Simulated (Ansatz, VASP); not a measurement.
# SiC: VASP beside Ansatz

Contents of INCAR:

```
  ALGO = Normal
  EDIFF = 1E-6
  ENCUT = 520
  GGA = RP
  ISIF = 2
  ISMEAR = -1
  IVDW = 12
  LASPH = T
  LCHARG = F
  LREAL = F
  LWAVE = F
  NBANDS = 36
  NELM = 100
  PREC = Accurate
  SIGMA = 0.05
```

KPOINTS

```
k-points
0
Gamma
  10 10 2
```

POSCAR

```
SiC
1.0
    3.0318190065      0.0000000000      0.0000000000
   -1.5159095032      2.6256322793      0.0000000000
    0.0000000000      0.0000000000     14.8603212692
Si C
6 6
Direct
    0.6666666667      0.3333333333      0.4583000000
    0.3333333333      0.6666666667      0.9583000000
    0.6666666667      0.3333333333      0.7917000000
    0.3333333333      0.6666666667      0.2917000000
    0.0000000000      0.0000000000      0.6250000000
    0.0000000000      0.0000000000      0.1250000000
    0.6666666667      0.3333333333      0.3333000000
    0.3333333333      0.6666666667      0.8333000000
    0.6666666667      0.3333333333      0.6667000000
    0.3333333333      0.6666666667      0.1667000000
    0.0000000000      0.0000000000      0.5000000000
    0.0000000000      0.0000000000      0.0000000000
```

File input.yaml:

```yaml
crystal:
  lattice:
    - [3.0318190065, 0.0, 0.0]
    - [-1.5159095032, 2.6256322793, 0.0]
    - [0.0, 0.0, 14.8603212692]
  atoms:
    - { symbol: Si, position: [0.6666666667, 0.3333333333, 0.4583] }
    - { symbol: Si, position: [0.3333333333, 0.6666666667, 0.9583] }
    - { symbol: Si, position: [0.6666666667, 0.3333333333, 0.7917] }
    - { symbol: Si, position: [0.3333333333, 0.6666666667, 0.2917] }
    - { symbol: Si, position: [0.0, 0.0, 0.625] }
    - { symbol: Si, position: [0.0, 0.0, 0.125] }
    - { symbol: C, position: [0.6666666667, 0.3333333333, 0.3333] }
    - { symbol: C, position: [0.3333333333, 0.6666666667, 0.8333] }
    - { symbol: C, position: [0.6666666667, 0.3333333333, 0.6667] }
    - { symbol: C, position: [0.3333333333, 0.6666666667, 0.1667] }
    - { symbol: C, position: [0.0, 0.0, 0.5] }
    - { symbol: C, position: [0.0, 0.0, 0.0] }
hamiltonian:
  xc: rpbe
  pseudopotentials: { kind: paw }
  dispersion: d3bj
kpoints:
  mp_grid: { grid: [10, 10, 2] }
scf:
  occupations: { method: fermi_dirac, width: 0.05 }
output:
  forces: true
  stress: true
  eigenvalues: true
  write_density: true
  write_potential: true
  elf: true
  volumetric_format: npy
```

Alike in both runs: task single point; functional RPBE; dispersion D3(BJ); k mesh 10 × 10 × 2; occupations fermi-dirac, width 0.05 eV; no spin polarisation.

```csv
,VASP,Ansatz
version,VASP 6.6.1,Ansatz 0.2.0
potentials or method,"VASP PAW PBE potentials, release 64 (Si, C)",Ansatz PAW
plane-wave cutoff (eV),520,420
valence electrons in the cell,48,48
```

|  | VASP | Ansatz | Ansatz less VASP |
| --- | --- | --- | --- |
| gap on the k mesh at the Fermi level (eV) | 2.01 | 2.02 | +0.006 |
| least direct gap on the mesh (eV) | 3.11 | 3.13 | +0.015 |
| pressure (GPa) | -6.3 | -5.7 | +0.61 |
| traceless stress, the component that is largest in VASP (GPa) | 0.46 | 0.46 | 0.000 |
| rms of the force components (eV/Å) | 0.042 | 0.042 | -0.0001 |

VASP's potentials were made for PBE, not for RPBE. Atom by atom the forces differ by 0.000 eV/Å (rms over components).
